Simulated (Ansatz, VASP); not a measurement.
**One calculation of W2I3, two programs**

```
W I
1.0
     4.87380    0.00000    0.00000
    -2.43690    4.22083    0.00000
     0.00000    0.00000    7.58284
W I
2 3
Direct
  0.33333 0.66667 0.24500
  0.66667 0.33333 0.75500
  0.00000 0.00000 0.00000
  0.33333 0.66667 0.64500
  0.66667 0.33333 0.35500
```

Alike in both runs: task single point; functional PBE; k mesh 6 × 6 × 4; occupations gaussian, width 0.1 eV; no spin polarisation.

|  | VASP | Ansatz |
| --- | --- | --- |
| version | VASP 6.6.1 | Ansatz 0.2.0 |
| potentials or method | VASP PAW PBE potentials, release 64 (W_sv, I), cutoff 520 eV | scalar-relativistic, plane waves, PAW |
| valence electrons in the cell | 49 | 79 |

|  | VASP | Ansatz | Ansatz less VASP |
| --- | --- | --- | --- |
| gap on the k mesh at the Fermi level (eV) | none | none | - |
| pressure (GPa) | -10.3 | -10.3 | +0.03 |
| traceless stress, the component that is largest in VASP (GPa) | 1.55 | 1.56 | +0.004 |
| rms of the force components (eV/Å) | 0.248 | 0.247 | -0.0010 |

Atom by atom the forces differ by 0.001 eV/Å (rms over components). A gap of «none» marks a metal or a gap that the smearing closes. VASP's potentials hold 49 valence electrons a cell and Ansatz's 79, so a difference there can come from the potentials and not from the codes.

Neither program's run includes spin-orbit coupling.
